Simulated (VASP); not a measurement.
Here is a VASP 6.6.1 calculation.

Contents of INCAR:

```
SYSTEM = Hg
PREC = Accurate ; ENCUT = 520
EDIFF = 1E-6 ; ISMEAR = 0
SIGMA = 0.15 ; LREAL = .False.
LASPH = .True. ; NELM = 80
ALGO = Fast ; ISIF = 2
LWAVE = .False. ; LCHARG = .False.
GGA = PE ; IVDW = 12
NBANDS = 12
```

KPOINTS

```
regular mesh
0
Gamma
  20 20 20
  0 0 0
```

File POSCAR:

```
Hg
1.0
    0.0000000000      2.4593243472      2.2625783994
    2.4593243472      0.0000000000      2.2625783994
    2.4593243472      2.4593243472      0.0000000000
Hg
1
Direct
    0.0000000000      0.0000000000      0.0000000000
```

Potentials or basis: VASP PAW PBE potentials, release 64 (Hg).

Run with:

```bash
$ cat potpaw_PBE.64/Hg/POTCAR > POTCAR
$ mpirun -np 1 vasp_std > vasp.out
```

Task: Predict the pressure.

Result: -1.1 GPa.

Task: Estimate the dispersion energy per atom.

Result: -0.383 eV.

Stress tensor (GPa, compression positive):
```
-0.76  0.00  0.00
 0.00 -0.76  0.00
 0.00  0.00 -1.67
```
